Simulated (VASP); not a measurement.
# NbCd3 (Pm-3m) in VASP: notebook, part 3 of 3

VASP 6.6.1. Earlier steps stand in the parts before.

## (6) Electric field gradients, LDA (19.47 Å³/atom)

This run uses another cell than the first one, of 19.47 Å³/atom.

INCAR reads:

```
PREC = Accurate ; ENCUT = 520
EDIFF = 1E-8 ; ISMEAR = -1
SIGMA = 0.08 ; LREAL = F
LASPH = T ; NELM = 60
ALGO = Normal ; ISIF = 2
LWAVE = F ; LCHARG = F
GGA = CA ; LEFG = T
NBANDS = 32
```

KPOINTS reads:

```
Automatic mesh
0
Gamma
  9 9 9
```

POSCAR reads:

```
NbCd3
1.0
    4.2704668871      0.0000000000      0.0000000000
    0.0000000000      4.2704668871      0.0000000000
    0.0000000000      0.0000000000      4.2704668871
Nb Cd
1 3
Direct
    0.0000000000      0.0000000000      0.0000000000
    0.0000000000      0.5000000000      0.5000000000
    0.5000000000      0.0000000000      0.5000000000
    0.5000000000      0.5000000000      0.0000000000
```

Potentials or basis: VASP PAW LDA potentials, release 64 (Nb_sv, Cd).

On the command line:

```console
> cat potpaw_LDA.64/Nb_sv/POTCAR potpaw_LDA.64/Cd/POTCAR > POTCAR
> mpirun -np 1 vasp_std > vasp.out
```

OUTCAR:

```text
PREC = Accurate
   ENCUT = 520
   EDIFF = 1E-8
   ISMEAR = -1
   LREAL = F
   LASPH = T
   NELM = 60
   ISIF = 2
   GGA = CA

 ion  position               nearest neighbor table
   1  0.000  0.000  0.000-   2 3.02   3 3.02   4 3.02   2 3.02   3 3.02   2 3.02   4 3.02   2 3.02
                             3 3.02   4 3.02   3 3.02   4 3.02
   2  0.000  0.500  0.500-   1 3.02   3 3.02   4 3.02   1 3.02   4 3.02   1 3.02   3 3.02   1 3.02
                             3 3.02   4 3.02   4 3.02   3 3.02
   3  0.500  0.000  0.500-   1 3.02   2 3.02   4 3.02   1 3.02   4 3.02   2 3.02   4 3.02   4 3.02
                             1 3.02   2 3.02   1 3.02   2 3.02
   4  0.500  0.500  0.000-   1 3.02   2 3.02   3 3.02   2 3.02   3 3.02   1 3.02   3 3.02   3 3.02
                             1 3.02   2 3.02   2 3.02   1 3.02

  LATTYP: Found a simple cubic cell.
 ALAT       =     4.2704668871

  Lattice vectors:

[... 1051 lines left out ...]
 -----------------------------------------------------------------------------------
      0.00000      0.00000      0.00000         0.000000      0.000000      0.000000
      0.00000      2.13523      2.13523         0.000000      0.000000      0.000000
      2.13523      0.00000      2.13523         0.000000      0.000000      0.000000
      2.13523      2.13523      0.00000         0.000000      0.000000      0.000000
 -----------------------------------------------------------------------------------
    total drift:                                0.000000     -0.000000     -0.000000

  FREE ENERGIE OF THE ION-ELECTRON SYSTEM (eV)
  ---------------------------------------------------
  free  energy   TOTEN  =       -15.4314129807 eV

  energy  without entropy=      -15.3958981655  energy(sigma->0) =      -15.41365557

 Electric field gradients (V/A^2)
---------------------------------------------------------------------
 ion       V_xx      V_yy      V_zz      V_xy      V_xz      V_yz
---------------------------------------------------------------------
   1      -0.000    -0.000     0.000    -0.000    -0.000    -0.000
   2     108.125   -54.062   -54.062    -0.000    -0.000    -0.000
   3     -54.062   108.125   -54.062     0.000     0.000    -0.000
   4     -54.062   -54.062   108.125    -0.000    -0.000    -0.000
---------------------------------------------------------------------

 Electric field gradients after diagonalization (V/A^2)
 (convention: |V_zz| > |V_xx| > |V_yy|)
----------------------------------------------------------------------
 ion       V_xx      V_yy      V_zz     asymmetry (V_yy - V_xx)/ V_zz
----------------------------------------------------------------------
   1      -0.000    -0.000     0.000       0.204
   2     -54.062   -54.062   108.125       0.000
   3     -54.062   -54.062   108.125       0.000
   4     -54.062   -54.062   108.125       0.000
----------------------------------------------------------------------

           NMR quadrupolar parameters

 Cq : quadrupolar parameter    Cq=e*Q*V_zz/h
 eta: asymmetry parameters     (V_yy - V_xx)/ V_zz
 Q  : nuclear electric quadrupole moment in mb (millibarn)
----------------------------------------------------------------------
 ion       Cq(MHz)       eta       Q (mb)
----------------------------------------------------------------------
   1       0.000       0.204       1.000
   2       0.261       0.000       1.000
   3       0.261       0.000       1.000
   4       0.261       0.000       1.000
----------------------------------------------------------------------
```

OSZICAR:

```text
N       E                     dE             d eps       ncg     rms          rms(c)
DAV:   1     0.478922632983E+03    0.47892E+03   -0.25763E+04  2240   0.157E+03
DAV:   2     0.353214591114E+01   -0.47539E+03   -0.45989E+03  2480   0.506E+02
DAV:   3    -0.156266822869E+02   -0.19159E+02   -0.18668E+02  3344   0.996E+01
DAV:   4    -0.162937364058E+02   -0.66705E+00   -0.66436E+00  3112   0.152E+01
DAV:   5    -0.163113240645E+02   -0.17588E-01   -0.17581E-01  3312   0.230E+00    0.922E+00
DAV:   6    -0.155572786838E+02    0.75405E+00   -0.19729E+00  2984   0.119E+01    0.562E+00
DAV:   7    -0.154628332702E+02    0.94445E-01   -0.24735E-01  3008   0.365E+00    0.393E+00
DAV:   8    -0.154340141998E+02    0.28819E-01   -0.77812E-02  3016   0.210E+00    0.949E-01
DAV:   9    -0.154314798962E+02    0.25343E-02   -0.62798E-03  3032   0.665E-01    0.180E-01
DAV:  10    -0.154314268674E+02    0.53029E-04   -0.86112E-04  2912   0.233E-01    0.693E-02
DAV:  11    -0.154314132041E+02    0.13663E-04   -0.57328E-05  3328   0.688E-02    0.251E-02
DAV:  12    -0.154314130445E+02    0.15964E-06   -0.47187E-06  3296   0.142E-02    0.665E-03
DAV:  13    -0.154314129833E+02    0.61165E-07   -0.69141E-07  3408   0.631E-03    0.117E-03
DAV:  14    -0.154314129807E+02    0.26475E-08   -0.39766E-08  2328   0.141E-03
   1 F= -.15431413E+02 E0= -.15413656E+02  d E =-.355148E-01
```

stdout:

```text
POSCAR found type information on POSCAR NbCd
 POSCAR found :  2 types and       4 ions
 scaLAPACK will be used
 LDA part: xc-table for (Slater(with rela. corr.)+CA(PZ))
 , standard interpolation
 POSCAR, INCAR and KPOINTS ok, starting setup
 FFT: planning ... GRIDC
 FFT: planning ... GRID_SOFT
 FFT: planning ... GRID
 WAVECAR not read
 entering main loop
ion   1

ion   2

ion   3

ion   4
```

Run time: 53 s. Hardware: 1 thread of Intel Xeon Platinum 8259CL at 2.50GHz (Skylake/Cascade Lake), shared host; peak memory 0.2 GiB.

Results:

```
Free energy                             : -15.4314 eV
Pressure                                : -5.7 GPa
Band gap on the k mesh                  : zero (an odd number of electrons rules out a gap without spin polarisation)
Largest electric field gradient by atom : Nb -0.0; Cd +108.1 V/Å²
```

Electric field gradients, principal values (V/Å²):
| atom | least | middle | greatest (by size) |
| --- | --- | --- | --- |
| 1 Nb | 0.000 | 0.000 | 0.000 |
| 2 Cd | -54.062 | -54.062 | 108.125 |
| 3 Cd | -54.062 | -54.062 | 108.125 |
| 4 Cd | -54.062 | -54.062 | 108.125 |

Caveat: the cell stands under tension; without QUAD_EFG the Cq values of the log hold for a quadrupole moment of 1 mb, not for the nuclei.

## (7) Overview

| cell | gap on the mesh (eV) | pressure (GPa) |
| --- | --- | --- |
| a = 4.129 Å, 4 atoms | none | 6.6 |
| a = 4.187 Å, 4 atoms | none | 0.7 |
| a = 4.229 Å, 4 atoms | none | -2.8 |
| a = 4.270 Å, 4 atoms | none | -5.7 |

Alike in all rows: task electric field gradients; level LDA; potentials or basis VASP PAW LDA potentials, release 64 (Nb_sv, Cd); no spin polarisation; k mesh 9 × 9 × 9; cutoff (eV) 520; smearing fermi-dirac 0.08 eV.

Caveats: the cell stands under pressure (at least some runs); the cell stands under tension (at least some runs).

Absolute energies hang on the potentials; compare differences alone.
